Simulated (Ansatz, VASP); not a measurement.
## One calculation of Ir, two programs

The input INCAR:

```
SYSTEM = Ir
PREC     = Accurate       ! precision mode
ENCUT    = 520            ! plane-wave cutoff, eV
EDIFF    = 1E-6           ! SCF threshold, eV
ISMEAR   = -1             ! smearing method
SIGMA    = 0.1            ! smearing width, eV
LREAL    = .False.        ! projectors in reciprocal space
LASPH    = .True.         ! aspherical terms in the spheres
NELM     = 60             ! most SCF steps
ALGO     = Normal         ! electronic algorithm
ISIF     = 2              ! what is computed and relaxed
LWAVE    = .False.        ! write WAVECAR
LCHARG   = .False.        ! write CHGCAR
GGA      = PS             ! functional
NBANDS   = 16             ! bands
```

The input KPOINTS:

```
regular mesh
0
Gamma
  11 11 11
  0 0 0
```

The input POSCAR:

```
Ir
1.0
    0.0000000000      2.6786790590      2.6786790590
    2.6786790590      0.0000000000      2.6786790590
    2.6786790590      2.6786790590      0.0000000000
Ir
2
Direct
    0.1250000000      0.1250000000      0.1250000000
    0.8750000000      0.8750000000      0.8750000000
```

Input for Ansatz:

```yaml
crystal:
  lattice:
    - [0.0, 2.678679059, 2.678679059]
    - [2.678679059, 0.0, 2.678679059]
    - [2.678679059, 2.678679059, 0.0]
  atoms:
    - { symbol: Ir, position: [0.125, 0.125, 0.125] }
    - { symbol: Ir, position: [0.875, 0.875, 0.875] }
hamiltonian:
  xc: pbesol
  pseudopotentials:
    kind: paw
    azcp:
      Ir: "pseudopotentials/Ir.paw.azcp"
basis:
  ecutwfc: 420
  fft_grid_basis: typed
kpoints:
  mp_grid: { grid: [11, 11, 11], shift: [0, 0, 0] }
magnetization:
  spin_polarized: false
scf:
  occupations: { method: fermi_dirac, width: 0.1 }
  lower_state_search: "off"
output:
  stress: true
```

Alike in both runs: task single point; functional PBEsol; k mesh 11 × 11 × 11; occupations fermi-dirac, width 0.1 eV; no spin polarisation.

```csv
,VASP,Ansatz
version,VASP 6.6.1,Ansatz 0.2.0
potentials or method,"VASP PAW PBE potentials, release 64 (Ir), cutoff 520 eV","plane waves (420 eV) with PAW, scalar-relativistic"
valence electrons in the cell,18,34
```

VASP gave:

- pressure (GPa): 19.9

Which values does Ansatz return?

Pressure (GPa): 20.8.

VASP's potentials were made for PBE, not for PBEsol, and Ansatz warns of the same on its side. VASP's potentials hold 18 valence electrons a cell and Ansatz's 34, so a difference there can come from the potentials and not from the codes.

Spin-orbit coupling is off throughout.
